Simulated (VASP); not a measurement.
# SiC (P6_3mc) in VASP: a series of runs

SiC is run at these levels: LDA; tasks: single point.

Program: VASP 6.6.1. These are calculated values, not measurements. Logs are shortened: lines on timing, memory, paths and dates and some standing lists are left out, and cuts for length are marked.

## (1) The cell of the first run

Symmetry: P6_3mc, No. 186, hexagonal system. The conventional cell has a = 3.072 Å, b = 3.072 Å, c = 5.001 Å, α = 90.00°, β = 90.00°, γ = 120.00°. Within 2.5 Å of Si (site symmetry 3m) lie 4 C at 1.88 Å. C (site symmetry 3m) has 4 Si at 1.88 Å within 2.5 Å.

## (2) Single point, LDA (in-plane strain +0.005)

INCAR

```
PREC = Accurate
ENCUT = 520
EDIFF = 1E-7
ISMEAR = 0
SIGMA = 0.01
LREAL = F
LASPH = T
NELM = 100
ALGO = Normal
ISIF = 2
LWAVE = F
LCHARG = F
GGA = CA
NBANDS = 16
```

KPOINTS

```
Automatic mesh
0
Gamma
  8 8 4
```

POSCAR

```
SiC
1.0
    3.0716436694      0.0000000000      0.0000000000
   -1.5358218347      2.6601214491      0.0000000000
    0.0000000000      0.0000000000      5.0008657734
Si C
2 2
Direct
    0.3333333333      0.6666666667      0.0045956273
    0.6666666667      0.3333333333      0.5045956273
    0.3333333333      0.6666666667      0.3804043727
    0.6666666667      0.3333333333      0.8804043727
```

Potentials or basis: VASP PAW LDA potentials, release 64 (Si, C).

Command:

```bash
$ cat potpaw_LDA.64/Si/POTCAR potpaw_LDA.64/C/POTCAR > POTCAR
$ mpirun -np 1 vasp_std > vasp.out
```

OUTCAR:

```text
PREC = Accurate
   ENCUT = 520
   EDIFF = 1E-7
   ISMEAR = 0
   LREAL = F
   LASPH = T
   NELM = 100
   ISIF = 2
   GGA = CA

 ion  position               nearest neighbor table
   1  0.333  0.667  0.005-   4 1.88   4 1.88   4 1.88   3 1.88   2 3.07   2 3.07   2 3.07   2 3.07
                             2 3.07   2 3.07
   2  0.667  0.333  0.505-   3 1.88   3 1.88   3 1.88   4 1.88   1 3.07   1 3.07   1 3.07   1 3.07
                             1 3.07   1 3.07
   3  0.333  0.667  0.380-   2 1.88   2 1.88   2 1.88   1 1.88
   4  0.667  0.333  0.880-   1 1.88   1 1.88   1 1.88   2 1.88

  LATTYP: Found a hexagonal cell.
 ALAT       =     3.0716436694
 C/A-ratio  =     1.6280748393

  Lattice vectors:

 A1 = (   3.0716436694,   0.0000000000,   0.0000000000)
 A2 = (  -1.5358218347,   2.6601214491,   0.0000000000)
 A3 = (   0.0000000000,   0.0000000000,   5.0008657734)

Analysis of symmetry for initial positions (statically):
=====================================================================
 Subroutine PRICEL returns:
 Original cell was already a primitive cell.

 Routine SETGRP: Setting up the symmetry group for a
 hexagonal supercell.

 Subroutine GETGRP returns: Found 12 space group operations
 (whereof  6 operations were pure point group operations)
 out of a pool of 24 trial point group operations.

The static configuration has the point symmetry C_3v.
 The point group associated with its full space group is C_6v.

Analysis of symmetry for dynamics (positions and initial velocities):
=====================================================================
 Subroutine PRICEL returns:
 Original cell was already a primitive cell.

 Routine SETGRP: Setting up the symmetry group for a
 hexagonal supercell.

 Subroutine GETGRP returns: Found 12 space group operations
 (whereof  6 operations were pure point group operations)
 out of a pool of 24 trial point group operations.

The dynamic configuration has the point symmetry C_3v.
 The point group associated with its full space group is C_6v.

 Subroutine INISYM returns: Found 12 space group operations
 (whereof  6 operations are pure point group operations),
 and found     1 'primitive' translations

----------------------------------------------------------------------------------------

                                     Primitive cell

[... 95 lines left out ...]
   LREAL  =      F    real-space projection
   EDIFFG = 0.1E-05   stopping-criterion for IOM
   NSW    =      0    number of steps for IOM
   IBRION =     -1    ionic relax: 0-MD 1-quasi-New 2-CG
   NFREE  =      0    steps in history (QN), initial steepest desc. (CG)
   ISIF   =      2    stress and relaxation
   ISYM   =      2    0-nonsym 1-usesym 2-fastsym
   POTIM  = 0.5000    time-step for ionic-motion
   TEBEG  =    0.0;   TEEND  =   0.0 temperature during run
   PSTRESS=    0.0 pullay stress
   NELECT =      16.0000    total number of electrons
   NUPDOWN=      -1.0000    fix difference up-down
   EMIN   =  10.00;   EMAX   =-10.00  energy-range for DOS
   EFERMI =   0.00;   METHOD = LEGACY
   ISMEAR =     0;   SIGMA  =   0.01  broadening in eV -4-tet -1-fermi 0-gaus
   EFERMI_NEDOS =   21; number of points for ismear=-14 and -15
   IALGO  =     38    algorithm
   IMIX   =      4    mixing-type and parameters
     AMIX     =   0.40;   BMIX     =  1.00
     AMIX_MAG =   1.60;   BMIX_MAG =  1.00
  volume/ion in A,a.u.               =      10.22        68.94
  Fermi-wavevector in a.u.,A,eV,Ry     =   1.197684  2.263295 19.516843  1.434447
  Thomas-Fermi vector in A             =   2.333593
   LORBIT       =      0    0 simple, 1 ext, 2 COOP (PROOUT), +10 PAW based schemes
   GGA     = CA    functional components
   LHFCALC =     F    Hartree Fock is set to
   AEXX    =    0.0000 exact exchange contribution
   IVDW    =     0    specifies the selected vdW correction
   LEPSILON=     F    determine dielectric tensor
   LRPA    =     F    only Hartree local field effects (RPA)
 non-spin polarized calculation
 Gauss-broadening in eV      SIGMA  =   0.01
  energy-cutoff  :      520.00
  volume of cell :       40.86
 maximum number of plane-waves:      1112
 NGX is ok and might be reduce to    24
   NGX = 11   NGY = 11   NGZ = 19

 number of electron      15.9999999 magnetization

 Free energy of the ion-electron system (eV)
  ---------------------------------------------------
  ext. energy  EPLUGINS =         0.00000000
  ---------------------------------------------------
  free energy    TOTEN  =       -33.27152959 eV

  energy without entropy =      -33.27152959  energy(sigma->0) =      -33.27152959

 E-fermi :   8.4468     XC(G=0): -11.6024

 val. band max:        8.3441923736   @ k =   0.0000   0.0000   0.0000
 cond. band min:      10.7608105403   @ k =   0.3750   0.2500   0.0000
 fundamental gap:      2.4166181667
 Fermi energy:         8.4468038066

 k-point     1 :       0.0000    0.0000    0.0000
  band No.  band energies     occupation
      1      -7.2239      2.00000
      2      -3.4932      2.00000
      3      -0.4217      2.00000
      4       6.9819      2.00000
      5       6.9819      2.00000
      6       8.2703      2.00000
[... 433 lines left out ...]
      3       1.2549      2.00000
      4       1.2549      2.00000
      5       5.7659      2.00000
      6       5.7659      2.00000
[... 8 lines left out ...]
     15      19.8913      0.00000
     16      19.8913      0.00000

 [... further k-points ...]

------------------------ aborting loop because EDIFF is reached ----------------------------------------

  FORCE on cell =-STRESS in cart. coord.  units (eV):
  Direction    XX          YY          ZZ          XY          YZ          ZX
  --------------------------------------------------------------------------------------
  -------------------------------------------------------------------------------------
  Total       -0.6932860     -0.6932860      0.4812836      0.0000000      0.0000000      0.0000000
  in kB      -27.1835106    -27.1835106     18.8709685      0.0000000      0.0000000      0.0000000
  external PRESSURE =     -11.8320176 kB  Pullay stress =       0.0000000 kB

 VOLUME and BASIS-vectors are now :
 -----------------------------------------------------------------------------
  energy-cutoff  :      520.00
  volume of cell :       40.86
      direct lattice vectors                 reciprocal lattice vectors
     3.071643669  0.000000000  0.000000000     0.325558596  0.187961343  0.000000000
    -1.535821835  2.660121449  0.000000000     0.000000000  0.375922686  0.000000000
     0.000000000  0.000000000  5.000865773     0.000000000  0.000000000  0.199965375

 POSITION                                       TOTAL-FORCE (eV/Angst)
 -----------------------------------------------------------------------------------
     -0.00000      1.77341      0.02298         0.000000      0.000000     -0.085178
      1.53582      0.88671      2.52342        -0.000000     -0.000000     -0.085178
     -0.00000      1.77341      1.90235         0.000000      0.000000      0.085178
      1.53582      0.88671      4.40278        -0.000000      0.000000      0.085178
 -----------------------------------------------------------------------------------
    total drift:                               -0.000000     -0.000000     -0.000156

  FREE ENERGIE OF THE ION-ELECTRON SYSTEM (eV)
  ---------------------------------------------------
  free  energy   TOTEN  =       -33.2715295899 eV

  energy  without entropy=      -33.2715295899  energy(sigma->0) =      -33.27152959
```

OSZICAR:

```text
N       E                     dE             d eps       ncg     rms          rms(c)
DAV:   1     0.206625444190E+02    0.20663E+02   -0.72102E+03   960   0.898E+02
DAV:   2    -0.350460561272E+02   -0.55709E+02   -0.50841E+02  1368   0.156E+02
DAV:   3    -0.374191392142E+02   -0.23731E+01   -0.23648E+01  1256   0.297E+01
DAV:   4    -0.374371897729E+02   -0.18051E-01   -0.18048E-01  1232   0.323E+00
DAV:   5    -0.374373825928E+02   -0.19282E-03   -0.19282E-03  1224   0.309E-01    0.130E+01
DAV:   6    -0.334264407242E+02    0.40109E+01   -0.71385E+00  1208   0.164E+01    0.600E+00
DAV:   7    -0.333174055744E+02    0.10904E+00   -0.11948E+00  1352   0.640E+00    0.247E+00
DAV:   8    -0.332772305462E+02    0.40175E-01   -0.62571E-02  1096   0.151E+00    0.708E-01
DAV:   9    -0.332714576964E+02    0.57728E-02   -0.80259E-03  1200   0.615E-01    0.111E-01
DAV:  10    -0.332715254817E+02   -0.67785E-04   -0.59977E-04  1120   0.150E-01    0.613E-02
DAV:  11    -0.332715310301E+02   -0.55483E-05   -0.20051E-05  1264   0.328E-02    0.168E-02
DAV:  12    -0.332715303189E+02    0.71119E-06   -0.55179E-06  1176   0.143E-02    0.855E-03
DAV:  13    -0.332715295593E+02    0.75961E-06   -0.18226E-06  1248   0.833E-03    0.141E-03
DAV:  14    -0.332715295899E+02   -0.30613E-07   -0.14897E-07   800   0.259E-03
   1 F= -.33271530E+02 E0= -.33271530E+02  d E =-.825420E-50
```

Wall time 22 s (1 thread of AMD EPYC 7R43 (Zen 3), shared host); peak memory 0.1 GiB.

Results:

- Free energy: -33.2715 eV
- Pressure: -1.2 GPa
- Largest force: 0.085 eV/Å
- Band gap on the k mesh: 2.42 eV, indirect (least direct gap 3.82 eV)

Forces on the atoms (eV/Å):
```
Si   0.000  0.000 -0.085
Si   0.000  0.000 -0.085
C    0.000  0.000  0.085
C    0.000  0.000  0.085
```

Caveat: the cell differs from its parent crystal (in-plane strain +0.005).

## (3) Single point, LDA (film at in-plane strain +0.005)

INCAR

```
SYSTEM = SiC
PREC = Accurate
ENCUT = 520
EDIFF = 1E-6
ISMEAR = 0
SIGMA = 0.01
LREAL = .FALSE.
LASPH = .TRUE.
NELM = 60
ALGO = Normal
ISIF = 2
LWAVE = .FALSE.
LCHARG = .FALSE.
NBANDS = 16
```

KPOINTS

```
regular mesh
0
G
  8 8 4
  0 0 0
```

POSCAR

```
SiC
1.0
    3.0716436694      0.0000000000      0.0000000000
   -1.5358218347      2.6601214491      0.0000000000
    0.0000000000      0.0000000000      5.0104931319
Si C
2 2
Direct
    0.3333333333      0.6666666667      0.0042496488
    0.6666666667      0.3333333333      0.5042496488
    0.3333333333      0.6666666667      0.3807503512
    0.6666666667      0.3333333333      0.8807503512
```

Potentials or basis: VASP PAW LDA potentials, release 64 (Si, C).

Command:

```bash
$ cat potpaw_LDA.64/Si/POTCAR potpaw_LDA.64/C/POTCAR > POTCAR
$ mpirun -np 1 vasp_std > vasp.out
```

It took 19 s on 1 thread of Intel Xeon Platinum 8259CL at 2.50GHz (Skylake/Cascade Lake), shared host; peak memory 0.14 GiB.

Results (log left out):

| Item | Value |
| --- | --- |
| Free energy | -33.2724 eV |
| Pressure | -1.6 GPa |
| Band gap on the k mesh | 2.44 eV, indirect (least direct gap 3.84 eV) |

Stress tensor (GPa, compression positive):
```
-2.66  0.00  0.00
 0.00 -2.66  0.00
 0.00  0.00  0.41
```

Levels at points of the mesh, in eV from the valence-band top:
```tsv
k point	band 6	band 7	band 8	band 9	band 10	band 11
(0.00, 0.00, 0.00)	-0.05	0.00	0.00	4.77	6.44	6.58
(0.50, 0.00, 0.00)	-3.37	-3.32	-1.18	2.66	4.21	6.89
(0.00, 0.00, 0.50)	-0.73	-0.73	-0.73	5.86	5.86	7.27
(0.50, 0.00, 0.50)	-2.47	-2.29	-2.29	3.27	3.27	5.23
```

Caveat: the cell differs from its parent crystal (film at in-plane strain +0.005). A k mesh can miss the band edges.

## (4) Single point, LDA (in-plane strain +0.01, then relaxed in part)

INCAR

```
  ALGO = Normal
  EDIFF = 1E-6
  ENCUT = 520
  GGA = CA
  ISIF = 2
  ISMEAR = 0
  LASPH = T
  LCHARG = F
  LREAL = F
  LWAVE = F
  NBANDS = 16
  NELM = 80
  PREC = Accurate
  SIGMA = 0.01
```

KPOINTS

```
k-points
0
Gamma
  8 8 4
```

POSCAR

```
SiC
1.0
    3.0869254787      0.0000000000      0.0000000000
   -1.5434627394      2.6733558842      0.0000000000
    0.0000000000      0.0000000000      5.0050828933
Si C
2 2
Direct
    0.3333333333      0.6666666667      0.0039200161
    0.6666666667      0.3333333333      0.5039200161
    0.3333333333      0.6666666667      0.3810799839
    0.6666666667      0.3333333333      0.8810799839
```

Command:

```bash
$ cat potpaw_LDA.64/Si/POTCAR potpaw_LDA.64/C/POTCAR > POTCAR
$ mpirun -np 1 vasp_std > vasp.out
```

Wall time 21 s (1 thread of Intel Xeon Platinum 8259CL at 2.50GHz (Skylake/Cascade Lake), shared host); peak memory 0.14 GiB.

The run converged. Its results:

- Free energy: -33.2620 eV
- Pressure: -3.6 GPa
- Band gap on the k mesh: 2.49 eV, indirect (least direct gap 3.78 eV)

Stress tensor (GPa, compression positive):
```
-5.60  0.00  0.00
 0.00 -5.60  0.00
 0.00  0.00  0.45
```

Levels at points of the mesh, in eV from the valence-band top:
```tsv
k point	band 4	band 5	band 6	band 7	band 8	band 9	band 10	band 11	band 12	band 13
(0.00, 0.00, 0.00)	-1.37	-1.37	0.00	0.00	0.00	4.61	6.44	6.49	6.49	7.72
(0.50, 0.00, 0.00)	-6.19	-5.42	-3.37	-3.28	-1.17	2.61	4.26	6.83	7.05	10.20
(0.00, 0.00, 0.50)	-4.28	-0.75	-0.75	-0.75	-0.75	5.73	5.73	7.19	7.19	7.19
(0.50, 0.00, 0.50)	-8.26	-2.47	-2.47	-2.23	-2.23	3.28	3.28	5.23	5.23	10.33
```

Caveat: the cell differs from its parent crystal (in-plane strain +0.01, then relaxed in part). A k mesh can miss the band edges.

## (5) Single point, LDA (in-plane strain +0.01)

INCAR

```
PREC = Accurate ; ENCUT = 520
EDIFF = 1E-6 ; ISMEAR = 0
SIGMA = 0.01 ; LREAL = F
LASPH = T ; NELM = 60
ALGO = Normal ; ISIF = 2
LWAVE = F ; LCHARG = F
GGA = CA ; NBANDS = 16
```

KPOINTS

```
Automatic mesh
0
Gamma
  8 8 4
```

POSCAR

```
SiC
1.0
    3.0869254787      0.0000000000      0.0000000000
   -1.5434627394      2.6733558842      0.0000000000
    0.0000000000      0.0000000000      4.9858180329
Si C
2 2
Direct
    0.3333333333      0.6666666667      0.0045956273
    0.6666666667      0.3333333333      0.5045956273
    0.3333333333      0.6666666667      0.3804043727
    0.6666666667      0.3333333333      0.8804043727
```

Command:

```bash
$ cat potpaw_LDA.64/Si/POTCAR potpaw_LDA.64/C/POTCAR > POTCAR
$ mpirun -np 1 vasp_std > vasp.out
```

It took 20 s on 1 thread of Intel Xeon Platinum 8259CL at 2.50GHz (Skylake/Cascade Lake), shared host; peak memory 0.14 GiB.

The run converged. Its results:

| Item | Value |
| --- | --- |
| Free energy | -33.2589 eV |
| Pressure | -2.7 GPa |
| Largest force | 0.168 eV/Å |
| Band gap on the k mesh | 2.45 eV, indirect (least direct gap 3.73 eV) |

Forces in eV/Å, atoms in the order of the input:
```
Si   0.000  0.000 -0.168
Si   0.000  0.000 -0.168
C    0.000  0.000  0.168
C    0.000  0.000  0.168
```

Stress tensor (GPa, compression positive):
```
-5.74  0.00  0.00
 0.00 -5.74  0.00
 0.00  0.00  3.37
```

Levels at points of the mesh, in eV from the valence-band top:
| k point | band 5 | band 6 | band 7 | band 8 | band 9 | band 10 | band 11 | band 12 |
| --- | --- | --- | --- | --- | --- | --- | --- | --- |
| (0.00, 0.00, 0.00) | -1.40 | -0.04 | 0.00 | 0.00 | 4.57 | 6.47 | 6.47 | 6.51 |
| (0.50, 0.00, 0.00) | -5.47 | -3.40 | -3.33 | -1.15 | 2.58 | 4.26 | 6.84 | 7.00 |
| (0.00, 0.00, 0.50) | -0.76 | -0.76 | -0.76 | -0.76 | 5.71 | 5.71 | 7.17 | 7.17 |
| (0.50, 0.00, 0.50) | -2.48 | -2.48 | -2.25 | -2.25 | 3.28 | 3.28 | 5.27 | 5.27 |

Caveat: the cell differs from its parent crystal (in-plane strain +0.01).

## (6) Single point, LDA (film at in-plane strain +0.01)

INCAR

```
SYSTEM = SiC
PREC = Accurate ; ENCUT = 520
EDIFF = 1E-6 ; ISMEAR = 0
SIGMA = 0.01 ; LREAL = .FALSE.
LASPH = .TRUE. ; NELM = 80
ALGO = Normal ; ISIF = 2
LWAVE = .FALSE. ; LCHARG = .FALSE.
GGA = CA ; NBANDS = 16
```

KPOINTS

```
Automatic mesh
0
G
  8 8 4
  0 0 0
```

POSCAR

```
SiC
1.0
    3.0869254787      0.0000000000      0.0000000000
   -1.5434627394      2.6733558842      0.0000000000
    0.0000000000      0.0000000000      5.0050828933
Si C
2 2
Direct
    0.3333333333      0.6666666667      0.0039200161
    0.6666666667      0.3333333333      0.5039200161
    0.3333333333      0.6666666667      0.3810799839
    0.6666666667      0.3333333333      0.8810799839
```

Potentials or basis: VASP PAW LDA potentials, release 64 (Si, C).

Command:

```bash
$ cat potpaw_LDA.64/Si/POTCAR potpaw_LDA.64/C/POTCAR > POTCAR
$ mpirun -np 1 vasp_std > vasp.out
```

Run time: 15 s. Hardware: 1 thread of Intel Xeon Platinum 8259CL at 2.50GHz (Skylake/Cascade Lake), shared host; peak memory 0.14 GiB.

The run converged. Its results:

| Item | Value |
| --- | --- |
| Free energy | -33.2620 eV |
| Pressure | -3.6 GPa |
| Band gap on the k mesh | 2.49 eV, indirect (least direct gap 3.78 eV) |

Stress tensor (GPa, compression positive):
```
-5.60  0.00  0.00
 0.00 -5.60  0.00
 0.00  0.00  0.45
```

Levels at points of the mesh, in eV from the valence-band top:
```csv
k point,band 5,band 6,band 7,band 8,band 9,band 10,band 11,band 12
"(0.00, 0.00, 0.00)",-1.37,0.00,0.00,0.00,4.61,6.44,6.49,6.49
"(0.50, 0.00, 0.00)",-5.42,-3.37,-3.28,-1.17,2.61,4.26,6.83,7.05
"(0.00, 0.00, 0.50)",-0.75,-0.75,-0.75,-0.75,5.73,5.73,7.19,7.19
"(0.50, 0.00, 0.50)",-2.47,-2.47,-2.23,-2.23,3.28,3.28,5.23,5.23
```

Caveat: the cell differs from its parent crystal (film at in-plane strain +0.01). A k mesh can miss the band edges.

## (7) Overview

```csv
cell,gap on the mesh (eV),pressure (GPa),largest force (eV/Å)
"a = 3.072, b = 3.072, c = 5.001 Å, angles 90.0, 90.0, 120.0°, 4 atoms",2.42,-1.2,0.09
"a = 3.072, b = 3.072, c = 5.010 Å, angles 90.0, 90.0, 120.0°, 4 atoms",2.44,-1.6,-
"a = 3.087, b = 3.087, c = 5.005 Å, angles 90.0, 90.0, 120.0°, 4 atoms",2.49,-3.6,-
"a = 3.087, b = 3.087, c = 4.986 Å, angles 90.0, 90.0, 120.0°, 4 atoms",2.45,-2.7,0.17
```

Alike in all rows: task single point; level LDA; potentials or basis VASP PAW LDA potentials, release 64 (Si, C); no spin polarisation; k mesh 8 × 8 × 4; cutoff (eV) 520; smearing gaussian 0.01 eV.

Total energies depend on the potentials used, so only differences within one code and one set of settings carry meaning.
